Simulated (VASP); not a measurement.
# Y (P6_3/mmc) in VASP: further runs

Runs on Y. Level: PBE. Tasks: single point.

Everything below comes from runs of VASP 6.6.1. Logs are shortened: lines on timing, memory, paths and dates and some standing lists are left out, and cuts for length are marked.

### 1 The cell of the first run

The structure is hexagonal, space group P6_3/mmc (No. 194). The conventional cell has a = 3.651 Å, b = 3.651 Å, c = 5.460 Å, α = 90.00°, β = 90.00°, γ = 120.00°. Within 4.5 Å of Y (site symmetry -6m2) lie 12 Y at 3.45 to 3.65 Å.

### 2 Single point, PBE (strain +0.000 along x and y, -0.050 along z)

File INCAR:

```
ALGO = Fast
EDIFF = 1E-6
ENCUT = 520
GGA = PE
ISIF = 2
ISMEAR = 0
LASPH = T
LCHARG = F
LREAL = F
LWAVE = F
NBANDS = 18
NELM = 100
PREC = Accurate
SIGMA = 0.15
```

File KPOINTS:

```
k-points
0
Gamma
  18 18 8
```

File POSCAR:

```
Y
1.0
    3.6514992371      0.0000000000      0.0000000000
   -1.8257496185      3.1622911012      0.0000000000
    0.0000000000      0.0000000000      5.4600300000
Y
2
Direct
    0.3333333333      0.6666666667      0.2500000000
    0.6666666667      0.3333333333      0.7500000000
```

Potentials or basis: VASP PAW PBE potentials, release 64 (Y_sv).

On the command line:

```bash
> cat potpaw_PBE.64/Y_sv/POTCAR > POTCAR
> mpirun -np 1 vasp_std > vasp.out
```

OUTCAR:

```text
EDIFF = 1E-6
   ENCUT = 520
   GGA = PE
   ISIF = 2
   ISMEAR = 0
   LASPH = T
   LREAL = F
   NELM = 100
   PREC = Accurate

 ion  position               nearest neighbor table
   1  0.333  0.667  0.250-   2 3.45   2 3.45   2 3.45   2 3.45   2 3.45   2 3.45
   2  0.667  0.333  0.750-   1 3.45   1 3.45   1 3.45   1 3.45   1 3.45   1 3.45

  LATTYP: Found a hexagonal cell.
 ALAT       =     3.6514992371
 C/A-ratio  =     1.4952844422

  Lattice vectors:

 A1 = (   3.6514992371,   0.0000000000,   0.0000000000)
 A2 = (  -1.8257496185,   3.1622911012,   0.0000000000)
 A3 = (   0.0000000000,   0.0000000000,   5.4600300000)

Analysis of symmetry for initial positions (statically):
=====================================================================
 Subroutine PRICEL returns:
 Original cell was already a primitive cell.

 Routine SETGRP: Setting up the symmetry group for a
 hexagonal supercell.

 Subroutine GETGRP returns: Found 24 space group operations
 (whereof 12 operations were pure point group operations)
 out of a pool of 24 trial point group operations.

The static configuration has the point symmetry D_3d.
 The point group associated with its full space group is D_6h.

Analysis of symmetry for dynamics (positions and initial velocities):
=====================================================================
 Subroutine PRICEL returns:
 Original cell was already a primitive cell.

 Routine SETGRP: Setting up the symmetry group for a
 hexagonal supercell.

 Subroutine GETGRP returns: Found 24 space group operations
 (whereof 12 operations were pure point group operations)
 out of a pool of 24 trial point group operations.

The dynamic configuration has the point symmetry D_3d.
 The point group associated with its full space group is D_6h.

 Subroutine INISYM returns: Found 24 space group operations
 (whereof 12 operations are pure point group operations),
 and found     1 'primitive' translations

----------------------------------------------------------------------------------------

                                     Primitive cell

  volume of cell :      63.0475

  direct lattice vectors                    reciprocal lattice vectors
     3.651499237  0.000000000  0.000000000     0.273860115  0.158113211  0.000000000
    -1.825749618  3.162291101  0.000000000     0.000000000  0.316226422  0.000000000
     0.000000000  0.000000000  5.460030000     0.000000000  0.000000000  0.183149177

  length of vectors
     3.651499237  3.651499237  5.460030000     0.316226422  0.316226422  0.183149177

  position of ions in fractional coordinates (direct lattice)
     0.333333333  0.666666667  0.250000000
     0.666666667  0.333333333  0.750000000

  ion indices of the primitive-cell ions
   primitive index   ion index
                 1           1
                 2           2

----------------------------------------------------------------------------------------

 KPOINTS: k-points

Automatic generation of k-mesh.
 Grid dimensions read from file:
 generate k-points for:   18   18    8

 Generating k-lattice:

  Cartesian coordinates                     Fractional coordinates (reciprocal lattice)
     0.015214451  0.008784067  0.000000000     0.055555556  0.000000000  0.000000000
     0.000000000  0.017568135  0.000000000     0.000000000  0.055555556  0.000000000
     0.000000000  0.000000000  0.022893647     0.000000000  0.000000000  0.125000000

  Length of vectors
     0.017568135  0.017568135  0.022893647

  Shift w.r.t. Gamma in fractional coordinates (k-lattice)
     0.000000000  0.000000000  0.000000000

 Subroutine IBZKPT returns following result:
 ===========================================

 Found    185 irreducible k-points:

 Following reciprocal coordinates:
            Coordinates               Weight
  0.000000  0.000000  0.000000      1.000000
  0.055556  0.000000  0.000000      6.000000
  0.111111  0.000000  0.000000      6.000000
  0.166667 -0.000000  0.000000      6.000000
  0.222222  0.000000  0.000000      6.000000
  0.277778  0.000000  0.000000      6.000000
[... 16 lines left out ...]
  0.333333  0.111111  0.000000     12.000000
  0.388889  0.111111  0.000000     12.000000
 [... further k-points ...]
   k-points           NKPTS =    185   k-points in BZ     NKDIM =    185   number of bands    NBANDS=     18
   number of dos      NEDOS =    301   number of ions     NIONS =      2
   total plane-waves  NPLWV =  32928
   dimension x,y,z NGX =    28 NGY =   28 NGZ =   42
   dimension x,y,z NGXF=    56 NGYF=   56 NGZF=   84
   ions per type =               2
   NGX,Y,Z   is equivalent  to a cutoff of  12.75, 12.75, 12.79 a.u.
   NGXF,Y,Z  is equivalent  to a cutoff of  25.50, 25.50, 25.58 a.u.
 SYSTEM =  unknown system
   PREC   = accura    normal or accurate (medium, high low for compatibility)
   ISTART =      0    job   : 0-new  1-cont  2-samecut
   ICHARG =      2    charge: 1-file 2-atom 10-const
[... 90 lines left out ...]
      2     -39.2960      2.00000
      3     -19.7376      2.00000
      4     -19.2591      2.00000
      5     -19.2326      2.00000
      6     -19.1339      2.00000
[... 10 lines left out ...]
     17       5.8571      0.00000
     18       6.0216      0.00000

 k-point     4 :       0.1667   -0.0000    0.0000
  band No.  band energies     occupation
      1     -39.3869      2.00000
      2     -39.2949      2.00000
      3     -19.7075      2.00000
      4     -19.3079      2.00000
      5     -19.2504      2.00000
      6     -19.1846      2.00000
[... 10 lines left out ...]
     17       6.1297      0.00000
     18       6.3113      0.00000

 k-point     5 :       0.2222    0.0000    0.0000
  band No.  band energies     occupation
      1     -39.3768      2.00000
      2     -39.2938      2.00000
      3     -19.6679      2.00000
      4     -19.3682      2.00000
      5     -19.2715      2.00000
      6     -19.2450      2.00000
[... 10 lines left out ...]
     17       6.4951      0.00000
     18       6.6379      0.00000

 k-point     6 :       0.2778    0.0000    0.0000
  band No.  band energies     occupation
      1     -39.3654      2.00000
      2     -39.2933      2.00000
      3     -19.6211      2.00000
      4     -19.4327      2.00000
      5     -19.3071      2.00000
      6     -19.2932      2.00000
[... 10 lines left out ...]
     17       6.9334      0.00000
     18       7.0134      0.00000

 k-point     7 :       0.3333    0.0000    0.0000
  band No.  band energies     occupation
      1     -39.3538      2.00000
      2     -39.2938      2.00000
      3     -19.5708      2.00000
      4     -19.4937      2.00000
      5     -19.3637      2.00000
      6     -19.3130      2.00000
[... 10 lines left out ...]
     17       7.4142      0.00000
     18       7.4519      0.00000

 k-point     8 :       0.3889   -0.0000    0.0000
  band No.  band energies     occupation
      1     -39.3433      2.00000
      2     -39.2952      2.00000
      3     -19.5435      2.00000
      4     -19.5218      2.00000
      5     -19.4086      2.00000
      6     -19.3289      2.00000
[... 10 lines left out ...]
     17       7.9002      0.00000
     18       7.9712      0.00000
[... 229 lines left out ...]
     17       6.1955      0.00000
     18       6.5320      0.00000

 k-point    20 :       0.1667    0.1111    0.0000
  band No.  band energies     occupation
      1     -39.3727      2.00000
      2     -39.2936      2.00000
      3     -19.6514      2.00000
      4     -19.3693      2.00000
      5     -19.3297      2.00000
      6     -19.2262      2.00000
[... 10 lines left out ...]
     17       6.4601      0.00000
     18       6.9201      0.00000

 k-point    21 :       0.2222    0.1111    0.0000
  band No.  band energies     occupation
      1     -39.3618      2.00000
      2     -39.2933      2.00000
      3     -19.6057      2.00000
      4     -19.4283      2.00000
      5     -19.3666      2.00000
      6     -19.2647      2.00000
[... 10 lines left out ...]
     17       6.7885      0.00000
     18       7.3753      0.00000

 k-point    22 :       0.2778    0.1111    0.0000
  band No.  band energies     occupation
      1     -39.3506      2.00000
      2     -39.2941      2.00000
      3     -19.5561      2.00000
      4     -19.4865      2.00000
      5     -19.3964      2.00000
      6     -19.3023      2.00000
[... 10 lines left out ...]
     17       7.2188      0.00000
     18       7.8773      0.00000

 k-point    23 :       0.3333    0.1111    0.0000
  band No.  band energies     occupation
      1     -39.3403      2.00000
      2     -39.2958      2.00000
      3     -19.5343      2.00000
      4     -19.5074      2.00000
      5     -19.4187      2.00000
      6     -19.3340      2.00000
[... 10 lines left out ...]
     17       7.7233      0.00000
     18       8.4068      0.00000

 k-point    24 :       0.3889    0.1111    0.0000
  band No.  band energies     occupation
      1     -39.3324      2.00000
      2     -39.2980      2.00000
      3     -19.5654      2.00000
      4     -19.4675      2.00000
      5     -19.4324      2.00000
      6     -19.3552      2.00000
[... 10 lines left out ...]
     17       8.1099      0.00000
     18       8.9283      0.00000

 [... further k-points ...]
[... 5 lines left out ...]
  --------------------------------------------------------------------------------------
  -------------------------------------------------------------------------------------
  Total        0.3553458      0.3553458      1.3192123      0.0000000     -0.0000000      0.0000000
  in kB        9.0301242      9.0301242     33.5241054      0.0000000     -0.0000000      0.0000000
  external PRESSURE =      17.1947846 kB  Pullay stress =       0.0000000 kB

 VOLUME and BASIS-vectors are now :
 -----------------------------------------------------------------------------
  energy-cutoff  :      520.00
  volume of cell :       63.05
      direct lattice vectors                 reciprocal lattice vectors
     3.651499237  0.000000000  0.000000000     0.273860115  0.158113211  0.000000000
    -1.825749618  3.162291101  0.000000000     0.000000000  0.316226422  0.000000000
     0.000000000  0.000000000  5.460030000     0.000000000  0.000000000  0.183149177

 POSITION                                       TOTAL-FORCE (eV/Angst)
 -----------------------------------------------------------------------------------
     -0.00000      2.10819      1.36501        -0.000000      0.000000      0.000000
      1.82575      1.05410      4.09502         0.000000      0.000000      0.000000
 -----------------------------------------------------------------------------------
    total drift:                               -0.000000      0.000000     -0.000000

  FREE ENERGIE OF THE ION-ELECTRON SYSTEM (eV)
  ---------------------------------------------------
  free  energy   TOTEN  =       -12.8627107684 eV

  energy  without entropy=      -12.8244623497  energy(sigma->0) =      -12.84358656
```

Wall time 3 min (1 thread of Intel Xeon Platinum 8488C (Sapphire Rapids), shared host); peak memory 0.33 GiB.

Results:

```
Free energy            : -12.8627 eV
Pressure               : 1.7 GPa
Band gap on the k mesh : zero (band 11 reaches 4.55 eV, above the bottom of band 12 at 2.65 eV)
```

Levels at points of the mesh, in eV from the Fermi level:
```
           k point  band 9  band 10  band 11  band 12  band 13  band 14
(0.00, 0.00, 0.00)   -4.72    -1.84     1.37     1.72     1.72     2.46
(0.50, 0.00, 0.00)   -1.71    -1.25    -0.78    -0.15     1.29     1.70
(0.00, 0.00, 0.50)   -3.13    -3.13     1.18     1.18     1.56     1.56
(0.50, 0.00, 0.50)   -1.67    -1.67     0.17     0.17     1.52     1.52
```

Caveat: the cell differs from its parent crystal (strain +0.000 along x and y, -0.050 along z).

### 3 Single point, PBE (strain -0.025 along x and y, +0.000 along z)

File INCAR:

```
  ALGO = Fast
  EDIFF = 1E-6
  ENCUT = 520
  GGA = PE
  ISIF = 2
  ISMEAR = 0
  LASPH = T
  LCHARG = T
  LELF = T
  LREAL = F
  LVHAR = T
  LWAVE = F
  NBANDS = 18
  NELM = 60
  PREC = Accurate
  SIGMA = 0.15
```

KPOINTS is that of step 2.

File POSCAR:

```
Y
1.0
    3.5602117562      0.0000000000      0.0000000000
   -1.7801058781      3.0832338237      0.0000000000
    0.0000000000      0.0000000000      5.7474000000
Y
2
Direct
    0.3333333333      0.6666666667      0.2500000000
    0.6666666667      0.3333333333      0.7500000000
```

Potentials or basis: VASP PAW PBE potentials, release 64 (Y_sv).

On the command line:

```bash
> cat potpaw_PBE.64/Y_sv/POTCAR > POTCAR
> mpirun -np 1 vasp_std > vasp.out
```

Run time: 3.2 min. Hardware: 1 thread of Intel Xeon Platinum 8488C (Sapphire Rapids), shared host; peak memory 0.34 GiB.

It converged, with:

* Free energy: -12.8652 eV
* Pressure: 1.6 GPa
* Band gap on the k mesh: zero (band 11 reaches 4.06 eV, above the bottom of band 12 at 2.81 eV)

Stress tensor (GPa, compression positive):
```
2.34 0.00 0.00
0.00 2.34 0.00
0.00 0.00 0.21
```

Levels at points of the mesh, in eV from the Fermi level:
```tsv
k point	band 8	band 9	band 10	band 11	band 12	band 13	band 14	band 15
(0.00, 0.00, 0.00)	-22.26	-4.76	-1.97	0.82	1.82	1.82	1.89	2.40
(0.50, 0.00, 0.00)	-22.35	-1.67	-1.26	-0.93	0.03	1.33	1.63	2.02
(0.00, 0.00, 0.50)	-22.31	-3.34	-3.34	0.85	0.85	1.78	1.78	1.78
(0.50, 0.00, 0.50)	-22.42	-1.72	-1.72	0.00	0.00	1.49	1.49	2.95
```

Caveat: the cell differs from its parent crystal (strain -0.025 along x and y, +0.000 along z).

### 4 Single point, PBE (strain +0.000 along x and y, -0.025 along z)

File INCAR:

```
SYSTEM = Y
PREC = Accurate
ENCUT = 520
EDIFF = 1E-7
ISMEAR = 0
SIGMA = 0.15
LREAL = .FALSE.
LASPH = .TRUE.
NELM = 80
ALGO = Fast
ISIF = 2
LWAVE = .FALSE.
LCHARG = .FALSE.
GGA = PE
NBANDS = 18
```

File KPOINTS:

```
regular mesh
0
G
  18 18 8
  0 0 0
```

File POSCAR:

```
Y
1.0
    3.6514992371      0.0000000000      0.0000000000
   -1.8257496185      3.1622911012      0.0000000000
    0.0000000000      0.0000000000      5.6037150000
Y
2
Direct
    0.3333333333      0.6666666667      0.2500000000
    0.6666666667      0.3333333333      0.7500000000
```

On the command line:

```bash
> cat potpaw_PBE.64/Y_sv/POTCAR > POTCAR
> mpirun -np 1 vasp_std > vasp.out
```

Run time: 5.1 min. Hardware: 1 thread of Intel Xeon Platinum 8259CL at 2.50GHz (Skylake/Cascade Lake), shared host; peak memory 0.33 GiB.

Results (log left out):

```yaml
Free_energy: -12.8717 eV
Pressure: 0.6 GPa
Band_gap_on_the_k_mesh: zero (band 11 reaches 4.15 eV, above the bottom of band 12 at 2.56 eV)
```

Stress tensor (GPa, compression positive):
```
0.33 0.00 0.00
0.00 0.33 0.00
0.00 0.00 1.11
```

Levels at points of the mesh, in eV from the Fermi level:
```csv
k point,band 7,band 8,band 9,band 10,band 11,band 12,band 13,band 14,band 15,band 16
"(0.00, 0.00, 0.00)",-22.35,-22.30,-4.70,-1.84,1.09,1.73,1.73,2.23,2.39,2.39
"(0.50, 0.00, 0.00)",-22.48,-22.40,-1.69,-1.21,-0.80,-0.14,1.39,1.52,2.20,4.99
"(0.00, 0.00, 0.50)",-22.40,-22.40,-3.20,-3.20,1.05,1.05,1.62,1.62,1.62,1.62
"(0.50, 0.00, 0.50)",-22.46,-22.46,-1.66,-1.66,0.11,0.11,1.43,1.43,2.74,2.74
```

Caveat: the cell differs from its parent crystal (strain +0.000 along x and y, -0.025 along z).

### 5 Single point, PBE (strain -0.025 along x and y, +0.025 along z)

File INCAR:

```
SYSTEM = Y
PREC = Accurate
ENCUT = 520
EDIFF = 1E-7
ISMEAR = 0
SIGMA = 0.15
LREAL = .False.
LASPH = .True.
NELM = 60
ALGO = Fast
ISIF = 2
LWAVE = .False.
LCHARG = .False.
GGA = PE
NBANDS = 18
```

File KPOINTS:

```
regular mesh
0
Gamma
  18 18 8
  0 0 0
```

File POSCAR:

```
Y
1.0
    3.5602117562      0.0000000000      0.0000000000
   -1.7801058781      3.0832338237      0.0000000000
    0.0000000000      0.0000000000      5.8910850000
Y
2
Direct
    0.3333333333      0.6666666667      0.2500000000
    0.6666666667      0.3333333333      0.7500000000
```

On the command line:

```bash
> cat potpaw_PBE.64/Y_sv/POTCAR > POTCAR
> mpirun -np 1 vasp_std > vasp.out
```

Run time: 5.6 min. Hardware: 1 thread of Intel Xeon Platinum 8259CL at 2.50GHz (Skylake/Cascade Lake), shared host; peak memory 0.35 GiB.

It converged, with:

* Free energy: -12.8579 eV
* Pressure: 0.6 GPa
* Band gap on the k mesh: zero (band 11 reaches 3.83 eV, above the bottom of band 12 at 2.72 eV)

Stress tensor (GPa, compression positive):
```
 1.68  0.00  0.00
 0.00  1.68  0.00
 0.00  0.00 -1.68
```

Levels at points of the mesh, in eV from the Fermi level:
| k point | band 9 | band 10 | band 11 | band 12 | band 13 | band 14 |
| --- | --- | --- | --- | --- | --- | --- |
| (0.00, 0.00, 0.00) | -4.73 | -1.99 | 0.59 | 1.68 | 1.83 | 1.83 |
| (0.50, 0.00, 0.00) | -1.65 | -1.23 | -0.92 | 0.06 | 1.20 | 1.73 |
| (0.00, 0.00, 0.50) | -3.38 | -3.38 | 0.74 | 0.74 | 1.82 | 1.82 |
| (0.50, 0.00, 0.50) | -1.69 | -1.69 | -0.04 | -0.04 | 1.42 | 1.42 |

Caveat: the cell differs from its parent crystal (strain -0.025 along x and y, +0.025 along z).

### 6 Single point, PBE (strain -0.025 along x and y, +0.050 along z)

File INCAR:

```
PREC = Accurate ; ENCUT = 520
EDIFF = 1E-6 ; ISMEAR = 0
SIGMA = 0.15 ; LREAL = F
LASPH = T ; NELM = 60
ALGO = Fast ; ISIF = 2
LWAVE = F ; LCHARG = F
GGA = PE ; NBANDS = 18
```

File KPOINTS:

```
Automatic mesh
0
Gamma
  18 18 8
```

Edit POSCAR of step 5 so:

```diff
@@ -4,3 +4,3 @@
    -1.7801058781      3.0832338237      0.0000000000
-    0.0000000000      0.0000000000      5.8910850000
+    0.0000000000      0.0000000000      6.0347700000
 Y
```

Potentials or basis: VASP PAW PBE potentials, release 64 (Y_sv).

On the command line:

```bash
> cat potpaw_PBE.64/Y_sv/POTCAR > POTCAR
> mpirun -np 1 vasp_std > vasp.out
```

Wall time 5.3 min (1 thread of Intel Xeon Platinum 8259CL at 2.50GHz (Skylake/Cascade Lake), shared host); peak memory 0.35 GiB.

Results (log left out):

```yaml
Free_energy: -12.8333 eV
Pressure: -0.4 GPa
Band_gap_on_the_k_mesh: zero (band 11 reaches 3.61 eV, above the bottom of band 12 at 2.64 eV)
```

Stress tensor (GPa, compression positive):
```
 1.09  0.00  0.00
 0.00  1.09  0.00
 0.00  0.00 -3.27
```

Levels at points of the mesh, in eV from the Fermi level:
| k point | band 7 | band 8 | band 9 | band 10 | band 11 | band 12 | band 13 | band 14 | band 15 | band 16 |
| --- | --- | --- | --- | --- | --- | --- | --- | --- | --- | --- |
| (0.00, 0.00, 0.00) | -22.42 | -22.42 | -4.70 | -2.01 | 0.39 | 1.49 | 1.83 | 1.83 | 2.29 | 2.29 |
| (0.50, 0.00, 0.00) | -22.55 | -22.51 | -1.62 | -1.20 | -0.91 | 0.09 | 1.08 | 1.72 | 1.82 | 5.19 |
| (0.00, 0.00, 0.50) | -22.45 | -22.45 | -3.42 | -3.42 | 0.63 | 0.63 | 1.84 | 1.84 | 1.84 | 1.84 |
| (0.50, 0.00, 0.50) | -22.56 | -22.56 | -1.66 | -1.66 | -0.08 | -0.08 | 1.37 | 1.37 | 2.98 | 2.98 |

Caveat: the cell differs from its parent crystal (strain -0.025 along x and y, +0.050 along z).

### 7 The runs side by side

```csv
cell,further INCAR settings,gap on the mesh (eV),pressure (GPa)
"a = 3.651, b = 3.651, c = 5.460 Å, angles 90.0, 90.0, 120.0°, 2 atoms",ALGO = Fast; EDIFF = 1e-06; NBANDS = 18,none,1.7
"a = 3.560, b = 3.560, c = 5.747 Å, angles 90.0, 90.0, 120.0°, 2 atoms",ALGO = Fast; EDIFF = 1e-06; NBANDS = 18,none,1.6
"a = 3.651, b = 3.651, c = 5.604 Å, angles 90.0, 90.0, 120.0°, 2 atoms",ALGO = Fast; EDIFF = 1e-07; NBANDS = 18,none,0.6
"a = 3.560, b = 3.560, c = 5.891 Å, angles 90.0, 90.0, 120.0°, 2 atoms",ALGO = Fast; EDIFF = 1e-07; NBANDS = 18,none,0.6
"a = 3.560, b = 3.560, c = 6.035 Å, angles 90.0, 90.0, 120.0°, 2 atoms",ALGO = Fast; EDIFF = 1e-06; NBANDS = 18,none,-0.4
```

Alike in all rows: task single point; level PBE; potentials or basis VASP PAW PBE potentials, release 64 (Y_sv); no spin polarisation; k mesh 18 × 18 × 8; cutoff (eV) 520; smearing gaussian 0.15 eV.

Absolute energies hang on the potentials; compare differences alone.
